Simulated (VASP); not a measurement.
Wanted: the native input for a VASP 6.6.1 run.

| Property | Result |
| --- | --- |
| Task | single point |
| Functional | PBE |
| Potentials or basis | VASP PAW PBE potentials, release 64 (Cs_sv, Cd) |
| Cutoff | 520 eV |
| k mesh | 4 × 4 × 4 |
| Occupations | gaussian, width 0.1 eV |
| Spin | no spin polarisation |
| Dipole correction | no |
| Further INCAR settings | ALGO = Normal; EDIFF = 1e-06; NBANDS = 22 |

The structure of Cs2Cd lies in POSCAR:

```
Cs2Cd
1.0
    0.0000000000      4.6873783304      4.6873783304
    4.6873783304      0.0000000000      4.6873783304
    4.6873783304      4.6873783304      0.0000000000
Cs Cd
2 1
Direct
    0.2500000000      0.2500000000      0.2500000000
    0.7500000000      0.7500000000      0.7500000000
    0.5000000000      0.5000000000      0.5000000000
```

The input as run:

INCAR

```
PREC = Accurate
ENCUT = 520
EDIFF = 1E-6
ISMEAR = 0
SIGMA = 0.1
LREAL = F
LASPH = T
NELM = 100
ALGO = Normal
ISIF = 2
LWAVE = F
LCHARG = T
GGA = PE
LELF = T
LVHAR = T
NBANDS = 22
```

KPOINTS

```
regular mesh
0
Gamma
  4 4 4
```

Potentials or basis: VASP PAW PBE potentials, release 64 (Cs_sv, Cd).

Run with:

```sh
$ cat potpaw_PBE.64/Cs_sv/POTCAR potpaw_PBE.64/Cd/POTCAR > POTCAR
$ mpirun -np 1 vasp_std > vasp.out
```

Results of the run:

```yaml
Pressure: 0.3 GPa
Band_gap_on_the_k_mesh: zero (band 15 reaches 1.17 eV, above the bottom of band 16 at 0.92 eV)
```

Caveat: spin-orbit coupling is left out, which moves the levels of the heavy elements.

Wall time 76 s on 1 thread of AMD EPYC 7571, with other jobs on the host, peak memory 0.31 GiB.
